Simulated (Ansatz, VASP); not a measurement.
## Two plane-wave programs on SnO

File INCAR:

```
SYSTEM = SnO
ALGO     = Normal         ! electronic algorithm
EDIFF    = 1E-6           ! SCF threshold, eV
ENCUT    = 520            ! plane-wave cutoff, eV
GGA      = CA             ! functional
ISIF     = 2              ! what is computed and relaxed
ISMEAR   = 0              ! smearing method
LASPH    = .TRUE.         ! aspherical terms in the spheres
LCHARG   = .FALSE.        ! write CHGCAR
LREAL    = .FALSE.        ! projectors in reciprocal space
LWAVE    = .FALSE.        ! write WAVECAR
NBANDS   = 28             ! bands
NELM     = 100            ! most SCF steps
PREC     = Accurate       ! precision mode
SIGMA    = 0.01           ! smearing width, eV
```

Contents of KPOINTS:

```
k-points
0
G
  5 3 4
  0 0 0
```

File POSCAR:

```
SnO
1.0
    3.3550050000      0.0000000000      0.0000000000
    0.0000000000      5.6741040000      0.0000000000
    0.0000000000      0.0000000000      4.2219700000
Sn O
2 2
Direct
    0.0000000000      0.2319090000      0.5131440000
    0.5000000000      0.7680910000      0.0131440000
    0.0000000000      0.8912500000      0.7368570000
    0.5000000000      0.1087500000      0.2368570000
```

Input for Ansatz:

```yaml
crystal:
  lattice:
    - [3.355005, 0.0, 0.0]
    - [0.0, 5.674104, 0.0]
    - [0.0, 0.0, 4.22197]
  atoms:
    - { symbol: Sn, position: [0.0, 0.231909, 0.513144] }
    - { symbol: Sn, position: [0.5, 0.768091, 0.013144] }
    - { symbol: O, position: [0.0, 0.89125, 0.736857] }
    - { symbol: O, position: [0.5, 0.10875, 0.236857] }
basis:
  ecutwfc: 420.0
kpoints:
  mp_grid:
    grid: [5, 3, 4]
hamiltonian:
  xc: lda
scf:
  convergence:
    dr2_threshold: 1.0e-08
  occupations:
    method: fixed
output:
  optics:
    de: 0.1
    scissors: 1.5
    nscf_kmesh:
      grid: [7, 4, 5]
```

Alike in both runs: task single point; functional LDA; k mesh 5 × 3 × 4; no spin polarisation.

|  | VASP | Ansatz |
| --- | --- | --- |
| version | VASP 6.6.1 | Ansatz 0.2.0 |
| potentials or method | VASP PAW LDA potentials, release 64 (Sn_d, O), cutoff 520 eV | plane waves, PAW |
| occupations | gaussian, width 0.01 eV | fixed |
| valence electrons in the cell | 40 | 40 |

Ansatz gave:

* gap on the k mesh at the Fermi level (eV): 1.59

Q: Estimate VASP's values.

A: gap on the k mesh at the Fermi level (eV): 1.56.

LDA's correlation is that of Perdew and Zunger in VASP and of Perdew and Wang (1992) in Ansatz. Ansatz's warnings: settled levels scf threshold loose.
